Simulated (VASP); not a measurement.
Wanted: the native input for a VASP 6.6.1 run.

| Quantity | Value |
| --- | --- |
| Task | single point |
| Functional | r2SCAN |
| Potentials or basis | VASP PAW PBE potentials, release 64 (Mg, Se) |
| Cutoff | 660 eV |
| k mesh | 8 × 8 × 8 |
| Occupations | gaussian, width 0.01 eV |
| Spin | no spin polarisation |
| Dipole correction | no |
| Further INCAR settings | ALGO = Normal; EDIFF = 1e-06; NBANDS = 11 |

The system is MgSe.

```
Mg Se
1.0
     0.00000    2.73627    2.73627
     2.73627    0.00000    2.73627
     2.73627    2.73627    0.00000
Mg Se
1 1
Cartesian
  0.0000 0.0000 0.0000
  2.7363 2.7363 2.7363
```

The input as run:

POSCAR

```
MgSe
1.0
    0.0000000000      2.7362693761      2.7362693761
    2.7362693761      0.0000000000      2.7362693761
    2.7362693761      2.7362693761      0.0000000000
Mg Se
1 1
Direct
    0.0000000000      0.0000000000      0.0000000000
    0.5000000000      0.5000000000      0.5000000000
```

INCAR.step1

```
PREC = Accurate ; ENCUT = 660
ISMEAR = 0 ; SIGMA = 0.01
LREAL = F ; LASPH = T
NELM = 120 ; NBANDS = 11
GGA = PE ; ALGO = Normal
EDIFF = 1E-5 ; LWAVE = T
LCHARG = F ; GGA_COMPAT = F
```

INCAR.step2

```
PREC = Accurate ; ENCUT = 660
EDIFF = 1E-6 ; ISMEAR = 0
SIGMA = 0.01 ; LREAL = F
LASPH = T ; NELM = 120
ALGO = Normal ; ISIF = 2
LWAVE = F ; LCHARG = F
METAGGA = R2SCAN ; LMIXTAU = T
NBANDS = 11 ; ISTART = 1
GGA_COMPAT = F
```

KPOINTS

```
Automatic mesh
0
Gamma
  8 8 8
```

Potentials or basis: VASP PAW PBE potentials, release 64 (Mg, Se).

The run is started by

```sh
$ cat potpaw_PBE.64/Mg/POTCAR potpaw_PBE.64/Se/POTCAR > POTCAR
$ cp INCAR.step1 INCAR
$ mpirun -np 1 vasp_std > vasp.out
$ cp INCAR.step2 INCAR
$ mpirun -np 1 vasp_std > vasp.out
```

It gave:

```json
{"Pressure": "-0.3 GPa", "Band gap on the k mesh": "2.44 eV, indirect (least direct gap 3.41 eV)"}
```

Caveat: the PAW data sets were made with another functional, which shifts forces and pressure a little.

Run time: 35 s on 1 thread of Intel(R) Xeon(R) Platinum 8559C (Emerald Rapids), on a shared host, peak memory 0.19 GiB.
